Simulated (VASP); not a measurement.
GaN: single point with PBE+D3(BJ)

The system is GaN.

```
CELL_PARAMETERS angstrom
0.00000 2.25901 2.25901
2.25901 0.00000 2.25901
2.25901 2.25901 0.00000
ATOMIC_POSITIONS crystal
Ga 0.00000 0.00000 0.00000
N 0.75000 0.75000 0.75000
```

```yaml
Program: VASP 6.6.1
Task: single point
Functional: PBE
Dispersion: D3(BJ)
Potentials_or_basis: VASP PAW PBE potentials, release 64 (Ga_d, N)
Cutoff: 520 eV
k_mesh: 10 × 10 × 10
Occupations: gaussian, width 0.02 eV
Spin: no spin polarisation
Dipole_correction: no
Further_INCAR_settings: ALGO = Normal; EDIFF = 1e-07; NBANDS = 16
```

- Pressure: 0.0 GPa
- Band gap on the k mesh: 1.68 eV, direct
- Dispersion energy per atom: -0.252 eV

Levels at points of the mesh, in eV from the valence-band top:
| k point | band 5 | band 6 | band 7 | band 8 | band 9 | band 10 | band 11 | band 12 | band 13 | band 14 |
| --- | --- | --- | --- | --- | --- | --- | --- | --- | --- | --- |
| (0.00, 0.00, 0.00) | -13.12 | -13.12 | 0.00 | 0.00 | 0.00 | 1.68 | 10.26 | 10.26 | 10.26 | 17.51 |
| (0.50, 0.00, 0.00) | -13.08 | -11.88 | -6.99 | -0.96 | -0.96 | 4.59 | 8.69 | 10.33 | 10.33 | 15.57 |
| (0.50, 0.50, 0.00) | -13.05 | -11.45 | -6.09 | -2.68 | -2.68 | 3.35 | 6.62 | 11.66 | 13.88 | 13.88 |

Run time: 6.1 s on 1 thread of Intel(R) Xeon(R) 6975P-C (Granite Rapids) (shared host), peak memory 0.15 GiB.

PBE gaps usually lie below the measured ones, often by a third to a half.
